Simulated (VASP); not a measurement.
# NaI in VASP: further runs

The runs below take NaI through single point, with PBE.

All numbers are computed with VASP 6.6.1; they aren't measurements. Logs are shortened: lines on timing, memory, paths and dates and some standing lists are left out, and cuts for length are marked.

## Step 1: The cell of the first run

Symmetry: Fm-3m, No. 225, cubic system. Conventional cell: a = 6.341 Å, b = 6.341 Å, c = 6.341 Å, α = 90.00°, β = 90.00°, γ = 90.00°. Within 4.2 Å of I (site symmetry m-3m) lie 6 Na at 3.17 Å. Na (site symmetry m-3m) has 6 I at 3.17 Å within 4.2 Å.

## Step 2: Single point, PBE

Contents of INCAR:

```
  PREC = Accurate
  ENCUT = 520
  EDIFF = 1E-6
  ISMEAR = -1
  SIGMA = 0.02
  LREAL = False
  LASPH = True
  NELM = 100
  ALGO = Normal
  ISIF = 2
  LWAVE = False
  LCHARG = True
  GGA = PE
  LELF = True
  LVHAR = True
  NBANDS = 14
```

Contents of KPOINTS:

```
Automatic mesh
0
Gamma
  11 11 11
```

Contents of POSCAR:

```
NaI
1.0
    0.0000000000      3.1703324822      3.1703324822
    3.1703324822      0.0000000000      3.1703324822
    3.1703324822      3.1703324822      0.0000000000
I Na
1 1
Direct
    0.5000000000      0.5000000000      0.5000000000
    0.0000000000      0.0000000000      0.0000000000
```

Potentials or basis: VASP PAW PBE potentials, release 64 (I, Na_pv).

The run is started by

```sh
$ cat potpaw_PBE.64/I/POTCAR potpaw_PBE.64/Na_pv/POTCAR > POTCAR
$ mpirun -np 1 vasp_std > vasp.out
```

OUTCAR:

```text
PREC = Accurate
   ENCUT = 520
   EDIFF = 1E-6
   ISMEAR = -1
   LREAL = False
   LASPH = True
   NELM = 100
   ISIF = 2
   GGA = PE

 ion  position               nearest neighbor table
   1  0.500  0.500  0.500-   2 3.17   2 3.17   2 3.17   2 3.17   2 3.17   2 3.17
   2  0.000  0.000  0.000-   1 3.17   1 3.17   1 3.17   1 3.17   1 3.17   1 3.17

  LATTYP: Found a face centered cubic cell.
 ALAT       =     6.3406649644

  Lattice vectors:

 A1 = (   0.0000000000,   3.1703324822,   3.1703324822)
 A2 = (   3.1703324822,   0.0000000000,   3.1703324822)
 A3 = (   3.1703324822,   3.1703324822,   0.0000000000)

Analysis of symmetry for initial positions (statically):
=====================================================================
 Subroutine PRICEL returns:
 Original cell was already a primitive cell.

 Routine SETGRP: Setting up the symmetry group for a
 face centered cubic supercell.

 Subroutine GETGRP returns: Found 48 space group operations
 (whereof 48 operations were pure point group operations)
 out of a pool of 48 trial point group operations.

The static configuration has the point symmetry O_h .

Analysis of symmetry for dynamics (positions and initial velocities):
=====================================================================
 Subroutine PRICEL returns:
 Original cell was already a primitive cell.

 Routine SETGRP: Setting up the symmetry group for a
 face centered cubic supercell.

 Subroutine GETGRP returns: Found 48 space group operations
 (whereof 48 operations were pure point group operations)
 out of a pool of 48 trial point group operations.

The dynamic configuration has the point symmetry O_h .

 Subroutine INISYM returns: Found 48 space group operations
 (whereof 48 operations are pure point group operations),
 and found     1 'primitive' translations

----------------------------------------------------------------------------------------

                                     Primitive cell

  volume of cell :      63.7301

  direct lattice vectors                    reciprocal lattice vectors
     0.000000000  3.170332482  3.170332482    -0.157712165  0.157712165  0.157712165
     3.170332482  0.000000000  3.170332482     0.157712165 -0.157712165  0.157712165
     3.170332482  3.170332482  0.000000000     0.157712165  0.157712165 -0.157712165

  length of vectors
     4.483527194  4.483527194  4.483527194     0.273165483  0.273165483  0.273165483

  position of ions in fractional coordinates (direct lattice)
[... 88 lines left out ...]
   TEBEG  =    0.0;   TEEND  =   0.0 temperature during run
   PSTRESS=    0.0 pullay stress
   NELECT =      14.0000    total number of electrons
   NUPDOWN=      -1.0000    fix difference up-down
   EMIN   =  10.00;   EMAX   =-10.00  energy-range for DOS
   EFERMI =   0.00;   METHOD = LEGACY
   ISMEAR =    -1;   SIGMA  =   0.02  broadening in eV -4-tet -1-fermi 0-gaus
   EFERMI_NEDOS =   21; number of points for ismear=-14 and -15
   IALGO  =     38    algorithm
   IMIX   =      4    mixing-type and parameters
     AMIX     =   0.40;   BMIX     =  1.00
     AMIX_MAG =   1.60;   BMIX_MAG =  1.00
  volume/ion in A,a.u.               =      31.87       215.04
  Fermi-wavevector in a.u.,A,eV,Ry     =   0.987801  1.866673 13.275890  0.975750
  Thomas-Fermi vector in A             =   2.119281
   LORBIT       =      0    0 simple, 1 ext, 2 COOP (PROOUT), +10 PAW based schemes
   GGA     = PE    functional components
   LHFCALC =     F    Hartree Fock is set to
   AEXX    =    0.0000 exact exchange contribution
   IVDW    =     0    specifies the selected vdW correction
   LEPSILON=     F    determine dielectric tensor
   LRPA    =     F    only Hartree local field effects (RPA)
 non-spin polarized calculation
  energy-cutoff  :      520.00
  volume of cell :       63.73
 maximum number of plane-waves:      1738
 NGX is ok and might be reduce to    36
   NGX = 17   NGY = 17   NGZ = 17

 number of electron      14.0000005 magnetization

 Free energy of the ion-electron system (eV)
  ---------------------------------------------------
  ext. energy  EPLUGINS =         0.00000000
  ---------------------------------------------------
  free energy    TOTEN  =        -5.35927078 eV

  energy without entropy =       -5.35927078  energy(sigma->0) =       -5.35927078

 E-fermi :   1.7226     XC(G=0):  -7.9569

 val. band max:        1.2544457687   @ k =   0.0000   0.0000   0.0000
 cond. band min:       5.0690888464   @ k =   0.0000   0.0000   0.0000
 fundamental gap:      3.8146430778
 Fermi energy:         1.7225703759

 k-point     1 :       0.0000    0.0000    0.0000
  band No.  band energies     occupation
      1     -21.1215      2.00000
      2     -21.1215      2.00000
      3     -21.1215      2.00000
      4      -9.9325      2.00000
      5       1.2544      2.00000
      6       1.2544      2.00000
      7       1.2544      2.00000
      8       5.0691      0.00000
      9       9.1796      0.00000
     10       9.1796      0.00000
     11       9.1796      0.00000
     12      11.1027      0.00000
     13      11.1027      0.00000
     14      11.7253      0.00000
[... 377 lines left out ...]
      1     -21.1254      2.00000
      2     -21.1229      2.00000
      3     -21.1216      2.00000
      4      -9.6929      2.00000
      5      -0.2655      2.00000
      6       0.6249      2.00000
      7       1.0903      2.00000
      8       7.0464      0.00000
      9       8.3964      0.00000
     10       8.8050      0.00000
     11       9.5343      0.00000
     12      10.0804      0.00000
     13      12.4294      0.00000
     14      13.6225      0.00000

 [... further k-points ...]

------------------------ aborting loop because EDIFF is reached ----------------------------------------

  FORCE on cell =-STRESS in cart. coord.  units (eV):
  Direction    XX          YY          ZZ          XY          YZ          ZX
  --------------------------------------------------------------------------------------
  -------------------------------------------------------------------------------------
  Total        0.6623107      0.6623107      0.6623107      0.0000000      0.0000000     -0.0000000
  in kB       16.6505258     16.6505258     16.6505258      0.0000000      0.0000000     -0.0000000
  external PRESSURE =      16.6505258 kB  Pullay stress =       0.0000000 kB

 VOLUME and BASIS-vectors are now :
 -----------------------------------------------------------------------------
  energy-cutoff  :      520.00
  volume of cell :       63.73
      direct lattice vectors                 reciprocal lattice vectors
     0.000000000  3.170332482  3.170332482    -0.157712165  0.157712165  0.157712165
     3.170332482  0.000000000  3.170332482     0.157712165 -0.157712165  0.157712165
     3.170332482  3.170332482  0.000000000     0.157712165  0.157712165 -0.157712165

 POSITION                                       TOTAL-FORCE (eV/Angst)
 -----------------------------------------------------------------------------------
      3.17033      3.17033      3.17033         0.000000      0.000000     -0.000000
      0.00000      0.00000      0.00000         0.000000      0.000000      0.000000
 -----------------------------------------------------------------------------------
    total drift:                                0.000000      0.000000      0.000000

  FREE ENERGIE OF THE ION-ELECTRON SYSTEM (eV)
  ---------------------------------------------------
  free  energy   TOTEN  =        -5.3592707786 eV

  energy  without entropy=       -5.3592707786  energy(sigma->0) =       -5.35927078
```

stdout:

```text
POSCAR found type information on POSCAR I Na
 POSCAR found :  2 types and       2 ions
 scaLAPACK will be used
 LDA part: xc-table for (Slater+PW92), standard interpolation
 POSCAR, INCAR and KPOINTS ok, starting setup
 FFT: planning ... GRIDC
 FFT: planning ... GRID_SOFT
 FFT: planning ... GRID
 WAVECAR not read
 entering main loop
```

It took 17 s on 1 thread of Intel Xeon 6975P-C (Granite Rapids), shared host; peak memory 0.22 GiB.

What came out:

| Item | Value |
| --- | --- |
| Free energy | -5.3593 eV |
| Pressure | 1.7 GPa |
| Band gap on the k mesh | 3.81 eV, direct |

Caveat: spin-orbit coupling is left out, which moves the levels of the heavy elements. A k mesh can miss the band edges.

## Step 3: Single point, PBE

This run uses another cell than the first one, of 32.88 Å³/atom, 1.032 times its volume.

Contents of INCAR:

```
SYSTEM = NaI
ALGO     = Normal         ! electronic algorithm
EDIFF    = 1E-7           ! SCF threshold, eV
ENCUT    = 520            ! plane-wave cutoff, eV
GGA      = PE             ! functional
ISIF     = 2              ! what is computed and relaxed
ISMEAR   = -1             ! smearing method
LASPH    = .True.         ! aspherical terms in the spheres
LCHARG   = .False.        ! write CHGCAR
LREAL    = .False.        ! projectors in reciprocal space
LWAVE    = .False.        ! write WAVECAR
NBANDS   = 14             ! bands
NELM     = 100            ! most SCF steps
PREC     = Accurate       ! precision mode
SIGMA    = 0.02           ! smearing width, eV
```

Contents of KPOINTS:

```
k-points
0
Gamma
  11 11 11
  0 0 0
```

Contents of POSCAR:

```
NaI
1.0
    0.0000000000      3.2037068557      3.2037068557
    3.2037068557      0.0000000000      3.2037068557
    3.2037068557      3.2037068557      0.0000000000
I Na
1 1
Direct
    0.5000000000      0.5000000000      0.5000000000
    0.0000000000      0.0000000000      0.0000000000
```

Potentials or basis: VASP PAW PBE potentials, release 64 (I, Na_pv).

The run is started by

```sh
$ cat potpaw_PBE.64/I/POTCAR potpaw_PBE.64/Na_pv/POTCAR > POTCAR
$ mpirun -np 1 vasp_std > vasp.out
```

OUTCAR:

```text
SYSTEM = NaI
   EDIFF = 1E-7
   ENCUT = 520
   GGA = PE
   ISIF = 2
   ISMEAR = -1
   LASPH = .True.
   LREAL = .False.
   NELM = 100
   PREC = Accurate

 ion  position               nearest neighbor table
   1  0.500  0.500  0.500-
   2  0.000  0.000  0.000-

  LATTYP: Found a face centered cubic cell.
 ALAT       =     6.4074137114

  Lattice vectors:

 A1 = (   0.0000000000,   3.2037068557,   3.2037068557)
 A2 = (   3.2037068557,   0.0000000000,   3.2037068557)
 A3 = (   3.2037068557,   3.2037068557,   0.0000000000)

Analysis of symmetry for initial positions (statically):
=====================================================================
 Subroutine PRICEL returns:
 Original cell was already a primitive cell.

 Routine SETGRP: Setting up the symmetry group for a
 face centered cubic supercell.

 Subroutine GETGRP returns: Found 48 space group operations
 (whereof 48 operations were pure point group operations)
 out of a pool of 48 trial point group operations.

The static configuration has the point symmetry O_h .

Analysis of symmetry for dynamics (positions and initial velocities):
=====================================================================
 Subroutine PRICEL returns:
 Original cell was already a primitive cell.

 Routine SETGRP: Setting up the symmetry group for a
 face centered cubic supercell.

 Subroutine GETGRP returns: Found 48 space group operations
 (whereof 48 operations were pure point group operations)
 out of a pool of 48 trial point group operations.

The dynamic configuration has the point symmetry O_h .

 Subroutine INISYM returns: Found 48 space group operations
 (whereof 48 operations are pure point group operations),
 and found     1 'primitive' translations

----------------------------------------------------------------------------------------

                                     Primitive cell

  volume of cell :      65.7640

  direct lattice vectors                    reciprocal lattice vectors
     0.000000000  3.203706856  3.203706856    -0.156069211  0.156069211  0.156069211
     3.203706856  0.000000000  3.203706856     0.156069211 -0.156069211  0.156069211
     3.203706856  3.203706856  0.000000000     0.156069211  0.156069211 -0.156069211

  length of vectors
     4.530725685  4.530725685  4.530725685     0.270319802  0.270319802  0.270319802

  position of ions in fractional coordinates (direct lattice)
     0.500000000  0.500000000  0.500000000
     0.000000000  0.000000000  0.000000000

  ion indices of the primitive-cell ions
   primitive index   ion index
                 1           1
                 2           2

----------------------------------------------------------------------------------------

 KPOINTS: k-points

Automatic generation of k-mesh.
 Grid dimensions read from file:
 generate k-points for:   11   11   11

 Generating k-lattice:

  Cartesian coordinates                     Fractional coordinates (reciprocal lattice)
    -0.014188110  0.014188110  0.014188110     0.090909091  0.000000000  0.000000000
     0.014188110 -0.014188110  0.014188110     0.000000000  0.090909091  0.000000000
     0.014188110  0.014188110 -0.014188110     0.000000000  0.000000000  0.090909091

  Length of vectors
     0.024574527  0.024574527  0.024574527

  Shift w.r.t. Gamma in fractional coordinates (k-lattice)
     0.000000000  0.000000000  0.000000000

 Subroutine IBZKPT returns following result:
 ===========================================

 Found     56 irreducible k-points:

 Following reciprocal coordinates:
            Coordinates               Weight
  0.000000  0.000000  0.000000      1.000000
  0.090909  0.000000  0.000000      8.000000
  0.181818  0.000000  0.000000      8.000000
  0.272727  0.000000  0.000000      8.000000
  0.363636  0.000000  0.000000      8.000000
  0.454545  0.000000  0.000000      8.000000
[... 16 lines left out ...]
 -0.272727  0.181818  0.000000     24.000000
 -0.181818  0.181818  0.000000     12.000000
 [... further k-points ...]
   k-points           NKPTS =     56   k-points in BZ     NKDIM =     56   number of bands    NBANDS=     14
   number of dos      NEDOS =    301   number of ions     NIONS =      2
   total plane-waves  NPLWV =  46656
   dimension x,y,z NGX =    36 NGY =   36 NGZ =   36
   dimension x,y,z NGXF=    72 NGYF=   72 NGZF=   72
   ions per type =               1   1
   NGX,Y,Z   is equivalent  to a cutoff of  13.21, 13.21, 13.21 a.u.
   NGXF,Y,Z  is equivalent  to a cutoff of  26.42, 26.42, 26.42 a.u.
 SYSTEM =  NaI
   PREC   = accura    normal or accurate (medium, high low for compatibility)
   ISTART =      0    job   : 0-new  1-cont  2-samecut
   ICHARG =      2    charge: 1-file 2-atom 10-const
   ISPIN  =      1    spin polarized calculation?
   LNONCOLLINEAR =      F non collinear calculations
   LSORBIT =      F    spin-orbit coupling
   LASPH  =      T    aspherical Exc in radial PAW
   ENCUT  =  520.0 eV  38.22 Ry    6.18 a.u.   8.42  8.42  8.42*2*pi/ulx,y,z
   NELM   =    100;   NELMIN=  2; NELMDL= -5     # of ELM steps
   EDIFF  = 0.1E-06   stopping-criterion for ELM
   LREAL  =      F    real-space projection
   EDIFFG = 0.1E-05   stopping-criterion for IOM
   NSW    =      0    number of steps for IOM
   IBRION =     -1    ionic relax: 0-MD 1-quasi-New 2-CG
   NFREE  =      0    steps in history (QN), initial steepest desc. (CG)
   ISIF   =      2    stress and relaxation
   ISYM   =      2    0-nonsym 1-usesym 2-fastsym
   POTIM  = 0.5000    time-step for ionic-motion
   TEBEG  =    0.0;   TEEND  =   0.0 temperature during run
   PSTRESS=    0.0 pullay stress
   NELECT =      14.0000    total number of electrons
   NUPDOWN=      -1.0000    fix difference up-down
   EMIN   =  10.00;   EMAX   =-10.00  energy-range for DOS
   EFERMI =   0.00;   METHOD = LEGACY
   ISMEAR =    -1;   SIGMA  =   0.02  broadening in eV -4-tet -1-fermi 0-gaus
   EFERMI_NEDOS =   21; number of points for ismear=-14 and -15
   IALGO  =     38    algorithm
   IMIX   =      4    mixing-type and parameters
     AMIX     =   0.40;   BMIX     =  1.00
     AMIX_MAG =   1.60;   BMIX_MAG =  1.00
  volume/ion in A,a.u.               =      32.88       221.90
  Fermi-wavevector in a.u.,A,eV,Ry     =   0.977510  1.847227 13.000730  0.955527
  Thomas-Fermi vector in A             =   2.108214
   LORBIT       =      0    0 simple, 1 ext, 2 COOP (PROOUT), +10 PAW based schemes
   GGA     = PE    functional components
   LHFCALC =     F    Hartree Fock is set to
   AEXX    =    0.0000 exact exchange contribution
   IVDW    =     0    specifies the selected vdW correction
   LEPSILON=     F    determine dielectric tensor
   LRPA    =     F    only Hartree local field effects (RPA)
 non-spin polarized calculation
  energy-cutoff  :      520.00
  volume of cell :       65.76
 maximum number of plane-waves:      1807
 NGX is ok and might be reduce to    36
   NGX = 17   NGY = 17   NGZ = 17

 number of electron      13.9999998 magnetization

 Free energy of the ion-electron system (eV)
  ---------------------------------------------------
  ext. energy  EPLUGINS =         0.00000000
  ---------------------------------------------------
  free energy    TOTEN  =        -5.37604615 eV

  energy without entropy =       -5.37604615  energy(sigma->0) =       -5.37604615

 E-fermi :   1.4787     XC(G=0):  -7.8280

 val. band max:        1.0226281396   @ k =   0.0000   0.0000   0.0000
 cond. band min:       4.7465482960   @ k =   0.0000   0.0000   0.0000
 fundamental gap:      3.7239201564
 Fermi energy:         1.4787158053

 k-point     1 :       0.0000    0.0000    0.0000
  band No.  band energies     occupation
      1     -21.3826      2.00000
      2     -21.3826      2.00000
      3     -21.3826      2.00000
      4     -10.0755      2.00000
      5       1.0226      2.00000
      6       1.0226      2.00000
      7       1.0226      2.00000
      8       4.7465      0.00000
      9       8.9514      0.00000
     10       8.9514      0.00000
     11       8.9514      0.00000
     12      10.8204      0.00000
     13      10.8204      0.00000
     14      11.4780      0.00000
[... 377 lines left out ...]
      1     -21.3859      2.00000
      2     -21.3838      2.00000
      3     -21.3827      2.00000
      4      -9.8568      2.00000
      5      -0.4233      2.00000
      6       0.4313      2.00000
      7       0.8703      2.00000
      8       6.7013      0.00000
      9       8.1561      0.00000
     10       8.5143      0.00000
     11       9.2516      0.00000
     12       9.8343      0.00000
     13      12.1001      0.00000
     14      13.2616      0.00000

 [... further k-points ...]

------------------------ aborting loop because EDIFF is reached ----------------------------------------

  FORCE on cell =-STRESS in cart. coord.  units (eV):
  Direction    XX          YY          ZZ          XY          YZ          ZX
  --------------------------------------------------------------------------------------
  -------------------------------------------------------------------------------------
  Total        0.4060422      0.4060422      0.4060422     -0.0000000     -0.0000000      0.0000000
  in kB        9.8922135      9.8922135      9.8922135     -0.0000000     -0.0000000      0.0000000
  external PRESSURE =       9.8922135 kB  Pullay stress =       0.0000000 kB

 VOLUME and BASIS-vectors are now :
 -----------------------------------------------------------------------------
  energy-cutoff  :      520.00
  volume of cell :       65.76
      direct lattice vectors                 reciprocal lattice vectors
     0.000000000  3.203706856  3.203706856    -0.156069211  0.156069211  0.156069211
     3.203706856  0.000000000  3.203706856     0.156069211 -0.156069211  0.156069211
     3.203706856  3.203706856  0.000000000     0.156069211  0.156069211 -0.156069211

 POSITION                                       TOTAL-FORCE (eV/Angst)
 -----------------------------------------------------------------------------------
      3.20371      3.20371      3.20371         0.000000      0.000000     -0.000000
      0.00000      0.00000      0.00000         0.000000      0.000000      0.000000
 -----------------------------------------------------------------------------------
    total drift:                                0.000000      0.000000      0.000000

  FREE ENERGIE OF THE ION-ELECTRON SYSTEM (eV)
  ---------------------------------------------------
  free  energy   TOTEN  =        -5.3760461462 eV

  energy  without entropy=       -5.3760461462  energy(sigma->0) =       -5.37604615
```

Wall time 20 s (1 thread of Intel Xeon 6975P-C (Granite Rapids), shared host); peak memory 0.22 GiB.

Results:

| Item | Value |
| --- | --- |
| Free energy | -5.3760 eV |
| Pressure | 1.0 GPa |
| Band gap on the k mesh | 3.72 eV, direct |

Caveat: spin-orbit coupling is left out, which moves the levels of the heavy elements. A k mesh can miss the band edges.

[end of part 1 of 2]
